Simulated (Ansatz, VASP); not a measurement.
# Two plane-wave programs on MnI3

INCAR

```
SYSTEM = MnI3
ALGO     = Normal         ! electronic algorithm
EDIFF    = 1E-7           ! SCF threshold, eV
ENCUT    = 520            ! plane-wave cutoff, eV
GGA      = PS             ! functional
ISIF     = 2              ! what is computed and relaxed
ISMEAR   = 0              ! smearing method
ISPIN    = 2              ! spin polarisation
LASPH    = .TRUE.         ! aspherical terms in the spheres
LCHARG   = .FALSE.        ! write CHGCAR
LDAU     = .TRUE.         ! DFT+U
LDAUJ    = 0 0          
LDAUL    = 2 -1           ! shell
LDAUPRINT= 1            
LDAUTYPE = 2            
LDAUU    = 3.9 0          ! U, eV
LMAXMIX  = 4              ! l up to which the mixer works
LORBIT   = 11             ! projections on sites
LREAL    = .FALSE.        ! projectors in reciprocal space
LWAVE    = .FALSE.        ! write WAVECAR
MAGMOM   = 4 0 0 0        ! initial moments
NBANDS   = 29             ! bands
NELM     = 150            ! most SCF steps
PREC     = Accurate       ! precision mode
SIGMA    = 0.05           ! smearing width, eV
```

KPOINTS

```
k-points
0
G
  6 6 6
  0 0 0
```

File POSCAR:

```
MnI3
1.0
    5.7493017988      0.0000000000      0.0000000000
    0.0000000000      5.7493017988      0.0000000000
    0.0000000000      0.0000000000      5.7493017988
Mn I
1 3
Direct
    0.0000000000      0.0000000000      0.0000000000
    0.5000000000      0.0000000000      0.0000000000
    0.0000000000      0.0000000000      0.5000000000
    0.0000000000      0.5000000000      0.0000000000
```

Input for Ansatz:

```yaml
crystal:
  lattice:
    - [5.7493017988, 0.0, 0.0]
    - [0.0, 5.7493017988, 0.0]
    - [0.0, 0.0, 5.7493017988]
  atoms:
    - { symbol: Mn, position: [0.0, 0.0, 0.0], spin: 4.0 }
    - { symbol: I, position: [0.5, 0.0, 0.0] }
    - { symbol: I, position: [0.0, 0.0, 0.5] }
    - { symbol: I, position: [0.0, 0.5, 0.0] }
basis:
  ecutwfc: 420
  ecutrho_ratio: 4
kpoints:
  mp_grid: { grid: [6, 6, 6] }
hamiltonian:
  xc: pbesol
  hubbard: { sites: [{ species: Mn, l: d, u_eff: 3.9 }] }
scf:
  occupations: { method: gaussian, width: 0.05 }
  algorithm: density_mixing
output:
  forces: true
  stress: true
  write_density: true
  write_potential: true
  elf: true
  volumetric_format: npy
magnetization:
  spin_polarized: true
```

Alike in both runs: task single point; functional PBEsol; k mesh 6 × 6 × 6; occupations gaussian, width 0.05 eV; collinear spin; Hubbard terms Mn d U = 3.9 eV.

```csv
,VASP,Ansatz
version,VASP 6.6.1,Ansatz 0.2.0
potentials or method,"VASP PAW PBE potentials, release 64 (Mn_pv, I), cutoff 520 eV","scalar-relativistic, plane waves, PAW"
valence electrons in the cell,34,66
```

|  | VASP | Ansatz | Ansatz less VASP |
| --- | --- | --- | --- |
| gap on the k mesh at the Fermi level (eV) | none | none | - |
| pressure (GPa) | -1.3 | -1.2 | +0.15 |
| net moment per atom (μB) | 1.05 | 1.05 | 0.000 |
| size of the moment on the site where the two differ most (μB) | 4.52 | 4.57 | +0.049 |

VASP's potentials were made for PBE, not for PBEsol. Site moments also hang on the region over which each program counts them. The programs project onto different local orbitals, so the same U acts differently, and such runs can settle in different states. A gap of «none» marks a metal or a gap that the smearing closes. VASP's potentials hold 34 valence electrons a cell and Ansatz's 66, so a difference there can come from the potentials and not from the codes. Ansatz's warnings: filled band counts differ across k points, xc potential rough in thin density.

Spin-orbit coupling is off throughout.
